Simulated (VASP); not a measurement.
# Fe (I4/mmm) in VASP: single point with r2SCAN

Aim: the single point of Fe with r2SCAN.

Program: VASP 6.6.1. These are calculated values, not measurements. Logs are shortened: lines on timing, memory, paths and dates and some standing lists are left out, and cuts for length are marked.

## Step 1: The cell of the first run

The typed cell holds 1 atom: a = 2.481 Å, b = 2.481 Å, c = 2.481 Å, α = 109.48°, β = 109.48°, γ = 109.46°.

## Step 2: Single point, r2SCAN, collinear spin, ferromagnetic start

Input file POSCAR:

```
Fe
1.0
   -1.4321651519      1.4321651519      1.4325896637
    1.4321651519     -1.4321651519      1.4325896637
    1.4321651519      1.4321651519     -1.4325896637
Fe
1
Direct
    0.0000000000      0.0000000000      0.0000000000
```

Input file INCAR.step1:

```
PREC = Accurate ; ENCUT = 520
ISMEAR = 0 ; SIGMA = 0.1
LREAL = F ; LASPH = T
NELM = 150 ; ISPIN = 2
MAGMOM = 3.11 ; LMAXMIX = 4
NBANDS = 14 ; GGA = PE
ALGO = Normal ; EDIFF = 1E-4
LWAVE = T ; LCHARG = F
```

Input file INCAR.step2:

```
PREC = Accurate ; ENCUT = 520
EDIFF = 1E-6 ; ISMEAR = 0
SIGMA = 0.1 ; LREAL = F
LASPH = T ; NELM = 150
ALGO = Normal ; ISIF = 2
LWAVE = F ; LCHARG = T
ISPIN = 2 ; MAGMOM = 3.11
LORBIT = 11 ; LMAXMIX = 4
METAGGA = R2SCAN ; LMIXTAU = T
LELF = T ; LVHAR = T
NBANDS = 14 ; ISTART = 1
```

Input file KPOINTS:

```
regular mesh
0
Gamma
  28 28 28
```

Potentials or basis: VASP PAW PBE potentials, release 64 (Fe).

Command:

```sh
cat potpaw_PBE.64/Fe/POTCAR > POTCAR
cp INCAR.step1 INCAR
mpirun -np 1 vasp_std > vasp.out
cp INCAR.step2 INCAR
mpirun -np 1 vasp_std > vasp.out
```

OUTCAR:

```text
PREC = Accurate
   ENCUT = 520
   EDIFF = 1E-6
   ISMEAR = 0
   LREAL = F
   LASPH = T
   NELM = 150
   ISIF = 2
   ISPIN = 2
   LORBIT = 11
   METAGGA = R2SCAN
   ISTART = 1

 ion  position               nearest neighbor table
   1  0.000  0.000  0.000-

  LATTYP: Found a body centered tetragonal cell.
 ALAT       =     2.8643303038
 C/A-ratio  =     1.0002964126

  Lattice vectors:

 A1 = (  -1.4321651519,   1.4321651519,   1.4325896637)
 A2 = (   1.4321651519,  -1.4321651519,   1.4325896637)
 A3 = (   1.4321651519,   1.4321651519,  -1.4325896637)

Analysis of symmetry for initial positions (statically):
=====================================================================
 Subroutine PRICEL returns:
 Original cell was already a primitive cell.

 Routine SETGRP: Setting up the symmetry group for a
 body centered tetragonal supercell.

 Subroutine GETGRP returns: Found 16 space group operations
 (whereof 16 operations were pure point group operations)
 out of a pool of 16 trial point group operations.

The static configuration has the point symmetry D_4h.

Analysis of symmetry for dynamics (positions and initial velocities):
=====================================================================
 Subroutine PRICEL returns:
 Original cell was already a primitive cell.

 Routine SETGRP: Setting up the symmetry group for a
 body centered tetragonal supercell.

 Subroutine GETGRP returns: Found 16 space group operations
 (whereof 16 operations were pure point group operations)
 out of a pool of 16 trial point group operations.

The dynamic configuration has the point symmetry D_4h.

Analysis of structural, dynamic, and magnetic symmetry:
=====================================================================
 Subroutine PRICEL returns:
 Original cell was already a primitive cell.

 Routine SETGRP: Setting up the symmetry group for a
 body centered tetragonal supercell.

 Subroutine GETGRP returns: Found 16 space group operations
 (whereof 16 operations were pure point group operations)
 out of a pool of 16 trial point group operations.

The overall configuration has the point symmetry D_4h.

 Subroutine INISYM returns: Found 16 space group operations
 (whereof 16 operations are pure point group operations),
 and found     1 'primitive' translations

----------------------------------------------------------------------------------------

                                     Primitive cell

  volume of cell :      11.7535

  direct lattice vectors                    reciprocal lattice vectors
    -1.432165152  1.432165152  1.432589664     0.000000000  0.349121747  0.349018294
     1.432165152 -1.432165152  1.432589664     0.349121747  0.000000000  0.349018294
     1.432165152  1.432165152 -1.432589664     0.349121747  0.349121747  0.000000000

  length of vectors
     2.480827924  2.480827924  2.480827924     0.493659563  0.493659563  0.493732710

  position of ions in fractional coordinates (direct lattice)
     0.000000000  0.000000000  0.000000000

  ion indices of the primitive-cell ions
   primitive index   ion index
                 1           1

----------------------------------------------------------------------------------------

 KPOINTS: regular mesh

Automatic generation of k-mesh.
 Grid dimensions read from file:
 generate k-points for:   28   28   28

 Generating k-lattice:

  Cartesian coordinates                     Fractional coordinates (reciprocal lattice)
     0.000000000  0.012468634  0.012464939     0.035714286 -0.000000000  0.000000000
     0.012468634  0.000000000  0.012464939    -0.000000000  0.035714286  0.000000000
     0.012468634  0.012468634  0.000000000     0.000000000  0.000000000  0.035714286

  Length of vectors
     0.017630699  0.017630699  0.017633311

  Shift w.r.t. Gamma in fractional coordinates (k-lattice)
     0.000000000  0.000000000  0.000000000

 Subroutine IBZKPT returns following result:
 ===========================================

 Found   1639 irreducible k-points:

 Following reciprocal coordinates:
            Coordinates               Weight
  0.000000  0.000000  0.000000      1.000000
  0.035714  0.000000  0.000000      8.000000
  0.071429  0.000000  0.000000      8.000000
  0.107143  0.000000  0.000000      8.000000
  0.142857  0.000000  0.000000      8.000000
  0.178571  0.000000 -0.000000      8.000000
[... 16 lines left out ...]
  0.285714  0.035714  0.000000     16.000000
  0.321429  0.035714  0.000000     16.000000
 [... further k-points ...]
   k-points           NKPTS =   1639   k-points in BZ     NKDIM =   1639   number of bands    NBANDS=     14
   number of dos      NEDOS =    301   number of ions     NIONS =      1
   total plane-waves  NPLWV =   5832
   dimension x,y,z NGX =    18 NGY =   18 NGZ =   18
   dimension x,y,z NGXF=    36 NGYF=   36 NGZF=   36
   ions per type =               1
   NGX,Y,Z   is equivalent  to a cutoff of  12.06, 12.06, 12.06 a.u.
   NGXF,Y,Z  is equivalent  to a cutoff of  24.12, 24.12, 24.12 a.u.
 SYSTEM =  unknown system
   PREC   = accura    normal or accurate (medium, high low for compatibility)
   ISTART =      1    job   : 0-new  1-cont  2-samecut
   ICHARG =      0    charge: 1-file 2-atom 10-const
   ISPIN  =      2    spin polarized calculation?
   LNONCOLLINEAR =      F non collinear calculations
   LSORBIT =      F    spin-orbit coupling
   LASPH  =      T    aspherical Exc in radial PAW
   ENCUT  =  520.0 eV  38.22 Ry    6.18 a.u.   4.61  4.61  4.61*2*pi/ulx,y,z
   NELM   =    150;   NELMIN=  2; NELMDL=  0     # of ELM steps
   EDIFF  = 0.1E-05   stopping-criterion for ELM
   LREAL  =      F    real-space projection
   EDIFFG = 0.1E-04   stopping-criterion for IOM
   NSW    =      0    number of steps for IOM
   IBRION =     -1    ionic relax: 0-MD 1-quasi-New 2-CG
   NFREE  =      0    steps in history (QN), initial steepest desc. (CG)
   ISIF   =      2    stress and relaxation
   ISYM   =      2    0-nonsym 1-usesym 2-fastsym
   POTIM  = 0.5000    time-step for ionic-motion
   TEBEG  =    0.0;   TEEND  =   0.0 temperature during run
   PSTRESS=    0.0 pullay stress
   NELECT =       8.0000    total number of electrons
   NUPDOWN=      -1.0000    fix difference up-down
   EMIN   =  10.00;   EMAX   =-10.00  energy-range for DOS
   EFERMI =   0.00;   METHOD = LEGACY
   ISMEAR =     0;   SIGMA  =   0.10  broadening in eV -4-tet -1-fermi 0-gaus
   EFERMI_NEDOS =   21; number of points for ismear=-14 and -15
   IALGO  =     38    algorithm
   IMIX   =      4    mixing-type and parameters
     AMIX     =   0.40;   BMIX     =  1.00
     AMIX_MAG =   1.60;   BMIX_MAG =  1.00
  volume/ion in A,a.u.               =      11.75        79.32
  Fermi-wavevector in a.u.,A,eV,Ry     =   1.440065  2.721329 28.215596  2.073788
  Thomas-Fermi vector in A             =   2.558851
   LORBIT       =     11    0 simple, 1 ext, 2 COOP (PROOUT), +10 PAW based schemes
   METAGGA = R2SCAN    functional components
   LHFCALC =     F    Hartree Fock is set to
   AEXX    =    0.0000 exact exchange contribution
   IVDW    =     0    specifies the selected vdW correction
   LEPSILON=     F    determine dielectric tensor
   LRPA    =     F    only Hartree local field effects (RPA)
 spin polarized calculation
 Gauss-broadening in eV      SIGMA  =   0.10
  energy-cutoff  :      520.00
  volume of cell :       11.75
 maximum number of plane-waves:       333
   NGX =  9   NGY =  9   NGZ =  9

 number of electron       7.9999999 magnetization       2.6371611

 Free energy of the ion-electron system (eV)
  ---------------------------------------------------
  ext. energy  EPLUGINS =         0.00000000
  ---------------------------------------------------
  free energy    TOTEN  =       -14.36036285 eV

  energy without entropy =      -14.35669444  energy(sigma->0) =      -14.35852864

 E-fermi :   5.4881     XC(G=0): -14.0318

 val. band max:        5.4880437016   @ k =  -0.2143   0.0714   0.0357
 cond. band min:       5.4883107703   @ k =  -0.2143   0.2857   0.1071
 fundamental gap:      0.0002670687
 Fermi energy:         5.4881081539

 spin component 1

 k-point     1 :       0.0000    0.0000    0.0000
  band No.  band energies     occupation
      1      -3.0091      1.00000
      2       2.4277      1.00000
      3       2.4277      1.00000
      4       2.4289      1.00000
      5       3.6293      1.00000
      6       3.6308      1.00000
      7      31.1485      0.00000
      8      31.1551      0.00000
      9      31.1552      0.00000
     10      35.9967      0.00000
     11      36.0019      0.00000
     12      37.6719      0.00000
     13      37.6723      0.00000
     14      37.6822      0.00000
[... 375 lines left out ...]
 k-point    24 :       0.3214    0.0357    0.0000
  band No.  band energies     occupation
      1       0.0616      1.00000
      2       1.6613      1.00000
      3       3.1201      1.00000
      4       3.6113      1.00000
      5       3.7862      1.00000
      6       4.3933      1.00000
      7      17.1212      0.00000
      8      25.2177      0.00000
      9      27.1018      0.00000
     10      29.6177      0.00000
     11      33.1485      0.00000
     12      38.8197      0.00000
     13      41.1432      0.00000
     14      48.0962      0.00000

 [... further k-points ...]

 spin component 2

 k-point     1 :       0.0000    0.0000    0.0000
  band No.  band energies     occupation
      1      -3.6351      1.00000
      2       5.8343      0.00000
      3       5.8343      0.00000
      4       5.8371      0.00000
      5       8.0526      0.00000
      6       8.0556      0.00000
      7      30.7811      0.00000
      8      30.7888      0.00000
      9      30.7888      0.00000
     10      36.5904      0.00000
     11      36.5943      0.00000
     12      39.4368      0.00000
     13      39.4370      0.00000
     14      39.4481      0.00000
[... 375 lines left out ...]
 k-point    24 :       0.3214    0.0357    0.0000
  band No.  band energies     occupation
      1       0.5220      1.00000
      2       4.7288      1.00000
      3       5.0224      1.00000
      4       7.7391      0.00000
      5       8.0805      0.00000
      6       8.2543      0.00000
      7      18.4721      0.00000
      8      25.3606      0.00000
      9      28.5614      0.00000
     10      30.4103      0.00000
     11      34.5457      0.00000
     12      39.7602      0.00000
     13      42.1396      0.00000
     14      49.4159      0.00000

 [... further k-points ...]
[... 5 lines left out ...]
  --------------------------------------------------------------------------------------
  -------------------------------------------------------------------------------------
  Total       -0.0480724     -0.0480724     -0.0497859      0.0000000      0.0000000      0.0000000
  in kB       -6.5529731     -6.5529731     -6.7865539      0.0000000      0.0000000      0.0000000
  external PRESSURE =      -6.6308334 kB  Pullay stress =       0.0000000 kB

 VOLUME and BASIS-vectors are now :
 -----------------------------------------------------------------------------
  energy-cutoff  :      520.00
  volume of cell :       11.75
      direct lattice vectors                 reciprocal lattice vectors
    -1.432165152  1.432165152  1.432589664     0.000000000  0.349121747  0.349018294
     1.432165152 -1.432165152  1.432589664     0.349121747  0.000000000  0.349018294
     1.432165152  1.432165152 -1.432589664     0.349121747  0.349121747  0.000000000

 POSITION                                       TOTAL-FORCE (eV/Angst)
 -----------------------------------------------------------------------------------
      0.00000      0.00000      0.00000        -0.000000     -0.000000     -0.000000
 -----------------------------------------------------------------------------------
    total drift:                                0.000000     -0.000000      0.000000

  FREE ENERGIE OF THE ION-ELECTRON SYSTEM (eV)
  ---------------------------------------------------
  free  energy   TOTEN  =       -14.3603628506 eV

  energy  without entropy=      -14.3566944367  energy(sigma->0) =      -14.35852864

 total charge

# of ion       s       p       d       tot
------------------------------------------
    1        0.479   0.551   6.172   7.202

 magnetization (x)

# of ion       s       p       d       tot
------------------------------------------
    1       -0.013  -0.117   2.836   2.706
```

Wall time 35 min (1 thread of Oxide Virtual Turin-like, shared host); peak memory 0.43 GiB.

Results:

```yaml
Free_energy: -14.3604 eV
Pressure: -0.7 GPa
Net_moment: 2.64 μB per cell
Site_moments: Fe +2.71 μB
Valence_electrons_inside_the_program's_atomic_spheres: Fe 7.20
```

Caveat: the PAW data sets were made with another functional, which shifts forces and pressure a little.
